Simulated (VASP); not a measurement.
# C (Fd-3m) in VASP: notebook, part 2 of 2

VASP 6.6.1. The steps go on from the part before.

### 5 Single point, LDA (5.40 Å³/atom)

This run uses another cell than the first one, of 5.40 Å³/atom.

INCAR

```
  PREC = Accurate
  ENCUT = 520
  EDIFF = 1E-6
  ISMEAR = 0
  SIGMA = 0.01
  LREAL = F
  LASPH = T
  NELM = 60
  ALGO = Normal
  ISIF = 2
  LWAVE = F
  LCHARG = F
  NBANDS = 11
```

KPOINTS

```
regular mesh
0
Gamma
  12 12 12
```

POSCAR

```
C
1.0
    0.0000000000      1.7540168978      1.7540168978
    1.7540168978      0.0000000000      1.7540168978
    1.7540168978      1.7540168978      0.0000000000
C
2
Direct
    0.5000000000      0.5000000000      0.5000000000
    0.7500000000      0.7500000000      0.7500000000
```

Potentials or basis: VASP PAW LDA potentials, release 64 (C).

Started as:

```bash
cat potpaw_LDA.64/C/POTCAR > POTCAR
mpirun -np 1 vasp_std > vasp.out
```

OUTCAR:

```text
PREC = Accurate
   ENCUT = 520
   EDIFF = 1E-6
   ISMEAR = 0
   LREAL = F
   LASPH = T
   NELM = 60
   ISIF = 2

 ion  position               nearest neighbor table
   1  0.500  0.500  0.500-   2 1.52   2 1.52   2 1.52   2 1.52
   2  0.750  0.750  0.750-   1 1.52   1 1.52   1 1.52   1 1.52

  LATTYP: Found a face centered cubic cell.
 ALAT       =     3.5080337956

  Lattice vectors:

 A1 = (   0.0000000000,   1.7540168978,   1.7540168978)
 A2 = (   1.7540168978,   0.0000000000,   1.7540168978)
 A3 = (   1.7540168978,   1.7540168978,   0.0000000000)

Analysis of symmetry for initial positions (statically):
=====================================================================
 Subroutine PRICEL returns:
 Original cell was already a primitive cell.

 Routine SETGRP: Setting up the symmetry group for a
 face centered cubic supercell.

 Subroutine GETGRP returns: Found 48 space group operations
 (whereof 24 operations were pure point group operations)
 out of a pool of 48 trial point group operations.

The static configuration has the point symmetry T_d .
 The point group associated with its full space group is O_h .
[... 165 lines left out ...]
 cond. band min:      14.7140874965   @ k =   0.3333   0.3333   0.0000
 fundamental gap:      4.2481457783
 Fermi energy:        10.5160572453

 k-point     1 :       0.0000    0.0000    0.0000
  band No.  band energies     occupation
      1     -11.5273      2.00000
      2      10.4659      2.00000
      3      10.4659      2.00000
      4      10.4659      2.00000
      5      16.1496      0.00000
      6      16.1496      0.00000
      7      16.1496      0.00000
      8      25.1779      0.00000
      9      30.1361      0.00000
     10      37.6596      0.00000
     11      37.6596      0.00000
[... 309 lines left out ...]
 k-point    24 :      -0.4167    0.1667    0.0000
  band No.  band energies     occupation
      1      -5.0166      2.00000
      2      -2.5214      2.00000
      3       4.8256      2.00000
      4       6.7143      2.00000
      5      18.1432      0.00000
      6      20.9376      0.00000
      7      22.3882      0.00000
      8      26.3128      0.00000
      9      30.2203      0.00000
     10      35.0943      0.00000
     11      35.6898      0.00000

 [... further k-points ...]
[... 5 lines left out ...]
  --------------------------------------------------------------------------------------
  -------------------------------------------------------------------------------------
  Total        0.7761711      0.7761711      0.7761711     -0.0000000      0.0000000      0.0000000
  in kB      115.2223476    115.2223476    115.2223476     -0.0000000      0.0000000      0.0000000
  external PRESSURE =     115.2223476 kB  Pullay stress =       0.0000000 kB

 VOLUME and BASIS-vectors are now :
 -----------------------------------------------------------------------------
  energy-cutoff  :      520.00
  volume of cell :       10.79
      direct lattice vectors                 reciprocal lattice vectors
     0.000000000  1.754016898  1.754016898    -0.285059968  0.285059968  0.285059968
     1.754016898  0.000000000  1.754016898     0.285059968 -0.285059968  0.285059968
     1.754016898  1.754016898  0.000000000     0.285059968  0.285059968 -0.285059968

 POSITION                                       TOTAL-FORCE (eV/Angst)
 -----------------------------------------------------------------------------------
      1.75402      1.75402      1.75402         0.000000      0.000000      0.000000
      2.63103      2.63103      2.63103        -0.000000     -0.000000     -0.000000
 -----------------------------------------------------------------------------------
    total drift:                                0.000000     -0.000000      0.000000

  FREE ENERGIE OF THE ION-ELECTRON SYSTEM (eV)
  ---------------------------------------------------
  free  energy   TOTEN  =       -20.2358401182 eV

  energy  without entropy=      -20.2358401182  energy(sigma->0) =      -20.23584012
```

OSZICAR:

```text
N       E                     dE             d eps       ncg     rms          rms(c)
DAV:   1    -0.166269012531E+01   -0.16627E+01   -0.49532E+03  1648   0.712E+02
DAV:   2    -0.208149600399E+02   -0.19152E+02   -0.18738E+02  2110   0.129E+02
DAV:   3    -0.211512542064E+02   -0.33629E+00   -0.33538E+00  1854   0.130E+01
DAV:   4    -0.211518129549E+02   -0.55875E-03   -0.55874E-03  1736   0.675E-01
DAV:   5    -0.211518136565E+02   -0.70167E-06   -0.70165E-06  1800   0.220E-02    0.607E+00
DAV:   6    -0.204716837710E+02    0.68013E+00   -0.36450E-01  1617   0.423E+00    0.353E+00
DAV:   7    -0.202358976379E+02    0.23579E+00   -0.43066E-01  1713   0.460E+00    0.793E-01
DAV:   8    -0.202358558766E+02    0.41761E-04   -0.10316E-02  1662   0.845E-01    0.301E-02
DAV:   9    -0.202358385742E+02    0.17302E-04   -0.39701E-05  1794   0.487E-02    0.212E-02
DAV:  10    -0.202358401833E+02   -0.16091E-05   -0.22509E-06  1708   0.125E-02    0.502E-03
DAV:  11    -0.202358401182E+02    0.65039E-07   -0.92000E-08   846   0.232E-03
   1 F= -.20235840E+02 E0= -.20235840E+02  d E =-.121102E-15
```

Run time: 5.4 s. Hardware: 1 thread of Intel Xeon 8259CL, shared host; peak memory 0.11 GiB.

Results:

- Free energy: -20.2358 eV
- Pressure: 11.5 GPa
- Band gap on the k mesh: 4.25 eV (least direct gap 5.68 eV)

Caveat: the cell stands under pressure.

### 6 Single point, LDA (5.62 Å³/atom)

This run uses another cell than the first one, of 5.62 Å³/atom.

INCAR

```
SYSTEM = C
  ALGO = Normal
  EDIFF = 1E-6
  ENCUT = 520
  GGA = CA
  ISIF = 2
  ISMEAR = 0
  LASPH = .True.
  LCHARG = .False.
  LREAL = .False.
  LWAVE = .False.
  NBANDS = 11
  NELM = 60
  PREC = Accurate
  SIGMA = 0.01
```

KPOINTS

```
k-points
0
Gamma
  12 12 12
  0 0 0
```

POSCAR

```
C
1.0
    0.0000000000      1.7775635585      1.7775635585
    1.7775635585      0.0000000000      1.7775635585
    1.7775635585      1.7775635585      0.0000000000
C
2
Direct
    0.5000000000      0.5000000000      0.5000000000
    0.7500000000      0.7500000000      0.7500000000
```

Potentials or basis: VASP PAW LDA potentials, release 64 (C).

Started as:

```bash
cat potpaw_LDA.64/C/POTCAR > POTCAR
mpirun -np 1 vasp_std > vasp.out
```

OUTCAR:

```text
SYSTEM = C
   EDIFF = 1E-6
   ENCUT = 520
   GGA = CA
   ISIF = 2
   ISMEAR = 0
   LASPH = .True.
   LREAL = .False.
   NELM = 60
   PREC = Accurate

 ion  position               nearest neighbor table
   1  0.500  0.500  0.500-   2 1.54   2 1.54   2 1.54   2 1.54
   2  0.750  0.750  0.750-   1 1.54   1 1.54   1 1.54   1 1.54

  LATTYP: Found a face centered cubic cell.
 ALAT       =     3.5551271170

  Lattice vectors:

 A1 = (   0.0000000000,   1.7775635585,   1.7775635585)
 A2 = (   1.7775635585,   0.0000000000,   1.7775635585)
 A3 = (   1.7775635585,   1.7775635585,   0.0000000000)

Analysis of symmetry for initial positions (statically):
=====================================================================
 Subroutine PRICEL returns:
 Original cell was already a primitive cell.

 Routine SETGRP: Setting up the symmetry group for a
 face centered cubic supercell.

 Subroutine GETGRP returns: Found 48 space group operations
 (whereof 24 operations were pure point group operations)
 out of a pool of 48 trial point group operations.

The static configuration has the point symmetry T_d .
 The point group associated with its full space group is O_h .

[... 165 lines left out ...]
 fundamental gap:      4.1472291077
 Fermi energy:         9.9547602941

 k-point     1 :       0.0000    0.0000    0.0000
  band No.  band energies     occupation
      1     -11.5820      2.00000
      2       9.8675      2.00000
      3       9.8675      2.00000
      4       9.8675      2.00000
      5      15.4375      0.00000
      6      15.4375      0.00000
      7      15.4375      0.00000
      8      23.6482      0.00000
      9      28.9997      0.00000
     10      36.6068      0.00000
     11      36.6068      0.00000
[... 309 lines left out ...]
 k-point    24 :      -0.4167    0.1667    0.0000
  band No.  band energies     occupation
      1      -5.2972      2.00000
      2      -2.7182      2.00000
      3       4.3953      2.00000
      4       6.2558      2.00000
      5      17.3820      0.00000
      6      20.0768      0.00000
      7      21.2511      0.00000
      8      25.2315      0.00000
      9      29.1395      0.00000
     10      34.0339      0.00000
     11      34.3090      0.00000

 [... further k-points ...]
[... 5 lines left out ...]
  --------------------------------------------------------------------------------------
  -------------------------------------------------------------------------------------
  Total       -0.5196344     -0.5196344     -0.5196344      0.0000000      0.0000000      0.0000000
  in kB      -74.1144842    -74.1144842    -74.1144842      0.0000000      0.0000000      0.0000000
  external PRESSURE =     -74.1144842 kB  Pullay stress =       0.0000000 kB

 VOLUME and BASIS-vectors are now :
 -----------------------------------------------------------------------------
  energy-cutoff  :      520.00
  volume of cell :       11.23
      direct lattice vectors                 reciprocal lattice vectors
     0.000000000  1.777563559  1.777563559    -0.281283894  0.281283894  0.281283894
     1.777563559  0.000000000  1.777563559     0.281283894 -0.281283894  0.281283894
     1.777563559  1.777563559  0.000000000     0.281283894  0.281283894 -0.281283894

 POSITION                                       TOTAL-FORCE (eV/Angst)
 -----------------------------------------------------------------------------------
      1.77756      1.77756      1.77756        -0.000000     -0.000000     -0.000000
      2.66635      2.66635      2.66635         0.000000      0.000000      0.000000
 -----------------------------------------------------------------------------------
    total drift:                                0.000000     -0.000000      0.000000

  FREE ENERGIE OF THE ION-ELECTRON SYSTEM (eV)
  ---------------------------------------------------
  free  energy   TOTEN  =       -20.2416142099 eV

  energy  without entropy=      -20.2416142099  energy(sigma->0) =      -20.24161421
```

OSZICAR:

```text
N       E                     dE             d eps       ncg     rms          rms(c)
DAV:   1    -0.636671299474E+00   -0.63667E+00   -0.47807E+03  1632   0.697E+02
DAV:   2    -0.206925275166E+02   -0.20056E+02   -0.19527E+02  2098   0.130E+02
DAV:   3    -0.210646561816E+02   -0.37213E+00   -0.37138E+00  1853   0.137E+01
DAV:   4    -0.210652729841E+02   -0.61680E-03   -0.61679E-03  1711   0.719E-01
DAV:   5    -0.210652738303E+02   -0.84624E-06   -0.84622E-06  1830   0.244E-02    0.577E+00
DAV:   6    -0.204547012166E+02    0.61057E+00   -0.32519E-01  1632   0.396E+00    0.335E+00
DAV:   7    -0.202417530165E+02    0.21295E+00   -0.38681E-01  1722   0.433E+00    0.730E-01
DAV:   8    -0.202416270499E+02    0.12597E-03   -0.96167E-03  1671   0.804E-01    0.285E-02
DAV:   9    -0.202416125992E+02    0.14451E-04   -0.35618E-05  1778   0.467E-02    0.207E-02
DAV:  10    -0.202416142818E+02   -0.16826E-05   -0.21679E-06  1727   0.121E-02    0.489E-03
DAV:  11    -0.202416142099E+02    0.71889E-07   -0.91954E-08   854   0.231E-03
   1 F= -.20241614E+02 E0= -.20241614E+02  d E =-.816371E-38
```

Wall time 6.1 s (1 thread of Intel Xeon 8259CL, shared host); peak memory 0.11 GiB.

What came out:

```yaml
Free_energy: -20.2416 eV
Pressure: -7.4 GPa
Band_gap_on_the_k_mesh: 4.15 eV (least direct gap 5.57 eV)
```

Levels at points of the mesh, in eV from the valence-band top:
| k point | band 1 | band 2 | band 3 | band 4 | band 5 | band 6 | band 7 | band 8 |
| --- | --- | --- | --- | --- | --- | --- | --- | --- |
| (0.00, 0.00, 0.00) | -21.45 | 0.00 | 0.00 | 0.00 | 5.57 | 5.57 | 5.57 | 13.78 |
| (0.50, 0.00, 0.00) | -15.55 | -13.47 | -2.81 | -2.81 | 8.42 | 8.42 | 9.15 | 15.50 |
| (0.50, 0.50, 0.00) | -12.68 | -12.68 | -6.35 | -6.35 | 4.73 | 4.73 | 16.78 | 16.78 |

Caveat: the cell stands under tension.

### 7 Summary

```csv
task,cell,cutoff (eV),smearing,gap on the mesh (eV),pressure (GPa)
relaxation of cell and atoms,"relaxed from a = 2.498 Å, angles 60.0°, 2 atoms",600,gaussian 0.02 eV,4.19,0.0
relaxation of cell and atoms,"relaxed to 7 GPa from a = 2.497 Å, angles 60.0°, 2 atoms",600,gaussian 0.01 eV,4.23,7.0
single point,"a = 2.497 Å, angles 60.0°, 2 atoms",520,gaussian 0.01 eV,4.20,1.6
single point,"a = 2.481 Å, angles 60.0°, 2 atoms",520,gaussian 0.01 eV,4.25,11.5
single point,"a = 2.514 Å, angles 60.0°, 2 atoms",520,gaussian 0.01 eV,4.15,-7.4
```

Alike in all rows: level LDA; potentials or basis VASP PAW LDA potentials, release 64 (C); no spin polarisation; k mesh 12 × 12 × 12.

Caveats: the cell is relaxed towards a set pressure, so the run minimises the enthalpy, not the energy (at least some runs); the cell stands under pressure (at least some runs); the cell stands under tension (at least some runs).

Absolute energies hang on the potentials; compare differences alone.
